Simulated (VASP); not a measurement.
# Os (Fm-3m) in VASP: a series of runs

Runs on Os. Level: LDA. Tasks: single point, relaxation of cell and atoms.

Program: VASP 6.6.1. These are calculated values, not measurements. Logs are shortened: lines on timing, memory, paths and dates and some standing lists are left out, and cuts for length are marked.

### Step 1. The cell of the first run

Symmetry: Fm-3m, No. 225, cubic system. Conventional cell: a = 3.950 Å, b = 3.950 Å, c = 3.950 Å, α = 90.00°, β = 90.00°, γ = 90.00°. Within 3.7 Å of Os (site symmetry m-3m) lie 12 Os at 2.79 Å.

### Step 2. Single point, LDA (volume scaled by 1.12)

Input file INCAR:

```
SYSTEM = Os
ALGO = Normal
EDIFF = 1E-7
ENCUT = 520
GGA = CA
ISIF = 2
ISMEAR = -1
LASPH = .TRUE.
LCHARG = .FALSE.
LREAL = .FALSE.
LWAVE = .FALSE.
NBANDS = 10
NELM = 100
PREC = Accurate
SIGMA = 0.1
```

Input file KPOINTS:

```
k-points
0
G
  16 16 16
  0 0 0
```

Input file POSCAR:

```
Os
1.0
    0.0000000000      1.9751388530      1.9751388530
    1.9751388530      0.0000000000      1.9751388530
    1.9751388530      1.9751388530      0.0000000000
Os
1
Direct
    0.0000000000      0.0000000000      0.0000000000
```

Potentials or basis: VASP PAW LDA potentials, release 64 (Os).

The run is started by

```bash
cat potpaw_LDA.64/Os/POTCAR > POTCAR
mpirun -np 1 vasp_std > vasp.out
```

OUTCAR:

```text
SYSTEM = Os
   EDIFF = 1E-7
   ENCUT = 520
   GGA = CA
   ISIF = 2
   ISMEAR = -1
   LASPH = .TRUE.
   LREAL = .FALSE.
   NELM = 100
   PREC = Accurate

 ion  position               nearest neighbor table
   1  0.000  0.000  0.000-

  LATTYP: Found a face centered cubic cell.
 ALAT       =     3.9502777060

  Lattice vectors:

 A1 = (   0.0000000000,   1.9751388530,   1.9751388530)
 A2 = (   1.9751388530,   0.0000000000,   1.9751388530)
 A3 = (   1.9751388530,   1.9751388530,   0.0000000000)

Analysis of symmetry for initial positions (statically):
=====================================================================
 Subroutine PRICEL returns:
 Original cell was already a primitive cell.

 Routine SETGRP: Setting up the symmetry group for a
 face centered cubic supercell.

 Subroutine GETGRP returns: Found 48 space group operations
 (whereof 48 operations were pure point group operations)
 out of a pool of 48 trial point group operations.

The static configuration has the point symmetry O_h .

Analysis of symmetry for dynamics (positions and initial velocities):
=====================================================================
 Subroutine PRICEL returns:
 Original cell was already a primitive cell.

 Routine SETGRP: Setting up the symmetry group for a
 face centered cubic supercell.

 Subroutine GETGRP returns: Found 48 space group operations
 (whereof 48 operations were pure point group operations)
 out of a pool of 48 trial point group operations.

The dynamic configuration has the point symmetry O_h .

 Subroutine INISYM returns: Found 48 space group operations
 (whereof 48 operations are pure point group operations),
 and found     1 'primitive' translations

----------------------------------------------------------------------------------------

                                     Primitive cell

  volume of cell :      15.4107

  direct lattice vectors                    reciprocal lattice vectors
     0.000000000  1.975138853  1.975138853    -0.253146759  0.253146759  0.253146759
     1.975138853  0.000000000  1.975138853     0.253146759 -0.253146759  0.253146759
     1.975138853  1.975138853  0.000000000     0.253146759  0.253146759 -0.253146759

  length of vectors
     2.793268153  2.793268153  2.793268153     0.438463049  0.438463049  0.438463049

  position of ions in fractional coordinates (direct lattice)
     0.000000000  0.000000000  0.000000000

  ion indices of the primitive-cell ions
   primitive index   ion index
                 1           1

----------------------------------------------------------------------------------------

 KPOINTS: k-points

Automatic generation of k-mesh.
 Grid dimensions read from file:
 generate k-points for:   16   16   16

 Generating k-lattice:

  Cartesian coordinates                     Fractional coordinates (reciprocal lattice)
    -0.015821672  0.015821672  0.015821672     0.062500000  0.000000000  0.000000000
     0.015821672 -0.015821672  0.015821672     0.000000000  0.062500000  0.000000000
     0.015821672  0.015821672 -0.015821672     0.000000000  0.000000000  0.062500000

  Length of vectors
     0.027403941  0.027403941  0.027403941

  Shift w.r.t. Gamma in fractional coordinates (k-lattice)
     0.000000000  0.000000000  0.000000000

 Subroutine IBZKPT returns following result:
 ===========================================

 Found    145 irreducible k-points:

 Following reciprocal coordinates:
            Coordinates               Weight
  0.000000  0.000000  0.000000      1.000000
  0.062500  0.000000  0.000000      8.000000
  0.125000  0.000000  0.000000      8.000000
  0.187500  0.000000  0.000000      8.000000
  0.250000  0.000000  0.000000      8.000000
  0.312500  0.000000  0.000000      8.000000
[... 16 lines left out ...]
 -0.125000  0.062500  0.000000     24.000000
 -0.062500  0.062500  0.000000     12.000000
 [... further k-points ...]
   k-points           NKPTS =    145   k-points in BZ     NKDIM =    145   number of bands    NBANDS=     10
   number of dos      NEDOS =    301   number of ions     NIONS =      1
   total plane-waves  NPLWV =  13824
   dimension x,y,z NGX =    24 NGY =   24 NGZ =   24
   dimension x,y,z NGXF=    48 NGYF=   48 NGZF=   48
   ions per type =               1
   NGX,Y,Z   is equivalent  to a cutoff of  14.28, 14.28, 14.28 a.u.
   NGXF,Y,Z  is equivalent  to a cutoff of  28.57, 28.57, 28.57 a.u.
 SYSTEM =  Os
   PREC   = accura    normal or accurate (medium, high low for compatibility)
   ISTART =      0    job   : 0-new  1-cont  2-samecut
   ICHARG =      2    charge: 1-file 2-atom 10-const
   ISPIN  =      1    spin polarized calculation?
   LNONCOLLINEAR =      F non collinear calculations
   LSORBIT =      F    spin-orbit coupling
   LASPH  =      T    aspherical Exc in radial PAW
   ENCUT  =  520.0 eV  38.22 Ry    6.18 a.u.   5.19  5.19  5.19*2*pi/ulx,y,z
   NELM   =    100;   NELMIN=  2; NELMDL= -5     # of ELM steps
   EDIFF  = 0.1E-06   stopping-criterion for ELM
   LREAL  =      F    real-space projection
   EDIFFG = 0.1E-05   stopping-criterion for IOM
   NSW    =      0    number of steps for IOM
   IBRION =     -1    ionic relax: 0-MD 1-quasi-New 2-CG
   NFREE  =      0    steps in history (QN), initial steepest desc. (CG)
   ISIF   =      2    stress and relaxation
   ISYM   =      2    0-nonsym 1-usesym 2-fastsym
   POTIM  = 0.5000    time-step for ionic-motion
   TEBEG  =    0.0;   TEEND  =   0.0 temperature during run
   PSTRESS=    0.0 pullay stress
   NELECT =       8.0000    total number of electrons
   NUPDOWN=      -1.0000    fix difference up-down
   EMIN   =  10.00;   EMAX   =-10.00  energy-range for DOS
   EFERMI =   0.00;   METHOD = LEGACY
   ISMEAR =    -1;   SIGMA  =   0.10  broadening in eV -4-tet -1-fermi 0-gaus
   EFERMI_NEDOS =   21; number of points for ismear=-14 and -15
   IALGO  =     38    algorithm
   IMIX   =      4    mixing-type and parameters
     AMIX     =   0.40;   BMIX     =  1.00
     AMIX_MAG =   1.60;   BMIX_MAG =  1.00
  volume/ion in A,a.u.               =      15.41       104.00
  Fermi-wavevector in a.u.,A,eV,Ry     =   1.315721  2.486352 23.553347  1.731122
  Thomas-Fermi vector in A             =   2.445884
   LORBIT       =      0    0 simple, 1 ext, 2 COOP (PROOUT), +10 PAW based schemes
   GGA     = CA    functional components
   LHFCALC =     F    Hartree Fock is set to
   AEXX    =    0.0000 exact exchange contribution
   IVDW    =     0    specifies the selected vdW correction
   LEPSILON=     F    determine dielectric tensor
   LRPA    =     F    only Hartree local field effects (RPA)
 non-spin polarized calculation
  energy-cutoff  :      520.00
  volume of cell :       15.41
 maximum number of plane-waves:       431
 NGX is ok and might be reduce to    24
   NGX = 11   NGY = 11   NGZ = 11

 number of electron       8.0000001 magnetization

 Free energy of the ion-electron system (eV)
  ---------------------------------------------------
  ext. energy  EPLUGINS =         0.00000000
  ---------------------------------------------------
  free energy    TOTEN  =       -12.30978646 eV

  energy without entropy =      -12.27844473  energy(sigma->0) =      -12.29411559

 E-fermi :   7.8820     XC(G=0): -13.6392

 val. band max:        7.8603349201   @ k =   0.0000   0.0000   0.0000
 cond. band min:       7.8837886408   @ k =  -0.0625   0.0625   0.0000
 fundamental gap:      0.0234537207
 Fermi energy:         7.8819795791

 k-point     1 :       0.0000    0.0000    0.0000
  band No.  band energies     occupation
      1      -2.0533      2.00000
      2       5.2299      2.00000
      3       5.2299      2.00000
      4       5.2299      2.00000
      5       7.8603      1.10780
      6       7.8603      1.10780
      7      22.2179      0.00000
      8      27.4218      0.00000
      9      27.4218      0.00000
     10      27.4218      0.00000

 k-point     2 :       0.0625    0.0000    0.0000
  band No.  band energies     occupation
      1      -1.8884      2.00000
      2       5.1365      2.00000
      3       5.3029      2.00000
      4       5.3029      2.00000
      5       7.8113      1.33946
      6       7.8113      1.33946
      7      22.5134      0.00000
      8      26.5583      0.00000
      9      27.7029      0.00000
     10      27.7029      0.00000

 k-point     3 :       0.1250    0.0000    0.0000
  band No.  band energies     occupation
      1      -1.4142      2.00000
      2       4.9055      2.00000
      3       5.4855      2.00000
      4       5.4855      2.00000
      5       7.7156      1.68148
      6       7.7156      1.68148
      7      23.3002      0.00000
      8      24.9820      0.00000
      9      28.5142      0.00000
     10      28.5142      0.00000

 k-point     4 :       0.1875    0.0000    0.0000
  band No.  band energies     occupation
      1      -0.7041      2.00000
      2       4.6720      2.00000
      3       5.6541      2.00000
      4       5.6541      2.00000
      5       7.7294      1.64283
      6       7.7294      1.64283
      7      23.2406      0.00000
      8      24.3864      0.00000
      9      29.7590      0.00000
     10      29.7590      0.00000
[... 222 lines left out ...]
 k-point    22 :      -0.1875    0.0625    0.0000
  band No.  band energies     occupation
      1      -0.3025      2.00000
      2       4.5056      2.00000
      3       5.6965      2.00000
      4       5.7886      2.00000
      5       7.3667      1.98850
      6       8.2296      0.05998
      7      22.8691      0.00000
      8      24.8009      0.00000
      9      28.9019      0.00000
     10      31.2467      0.00000

 k-point    23 :      -0.1250    0.0625    0.0000
  band No.  band energies     occupation
      1      -1.0597      2.00000
      2       4.7097      2.00000
      3       5.6219      2.00000
      4       5.6348      2.00000
      5       7.3865      1.98600
      6       7.9666      0.60041
      7      23.8473      0.00000
      8      24.4687      0.00000
      9      28.0556      0.00000
     10      29.6326      0.00000

 k-point    24 :      -0.0625    0.0625    0.0000
  band No.  band energies     occupation
      1      -1.6193      2.00000
      2       4.9701      2.00000
      3       5.4054      2.00000
      4       5.4531      2.00000
      5       7.6032      1.88397
      6       7.8838      0.99095
      7      22.9819      0.00000
      8      25.7900      0.00000
      9      27.5980      0.00000
     10      28.4252      0.00000

 [... further k-points ...]
[... 5 lines left out ...]
  --------------------------------------------------------------------------------------
  -------------------------------------------------------------------------------------
  Total       -3.6408835     -3.6408835     -3.6408835      0.0000000      0.0000000      0.0000000
  in kB     -378.5249187   -378.5249187   -378.5249187      0.0000000      0.0000000      0.0000000
  external PRESSURE =    -378.5249187 kB  Pullay stress =       0.0000000 kB

 VOLUME and BASIS-vectors are now :
 -----------------------------------------------------------------------------
  energy-cutoff  :      520.00
  volume of cell :       15.41
      direct lattice vectors                 reciprocal lattice vectors
     0.000000000  1.975138853  1.975138853    -0.253146759  0.253146759  0.253146759
     1.975138853  0.000000000  1.975138853     0.253146759 -0.253146759  0.253146759
     1.975138853  1.975138853  0.000000000     0.253146759  0.253146759 -0.253146759

 POSITION                                       TOTAL-FORCE (eV/Angst)
 -----------------------------------------------------------------------------------
      0.00000      0.00000      0.00000         0.000000      0.000000     -0.000000
 -----------------------------------------------------------------------------------
    total drift:                               -0.000000     -0.000000      0.000000

  FREE ENERGIE OF THE ION-ELECTRON SYSTEM (eV)
  ---------------------------------------------------
  free  energy   TOTEN  =       -12.3097864578 eV

  energy  without entropy=      -12.2784447307  energy(sigma->0) =      -12.29411559
```

Wall time 32 s (1 thread of AMD EPYC 7R43 (Zen 3), shared host); peak memory 0.11 GiB.

What came out:

| Property | Result |
| --- | --- |
| Free energy | -12.3098 eV |
| Pressure | -37.9 GPa |
| Band gap on the k mesh | zero (band 4 reaches 10.12 eV, above the bottom of band 5 at 6.42 eV) |

Caveat: spin-orbit coupling is left out, which moves the levels of the heavy elements.

(Continued in part 2 of 2.)
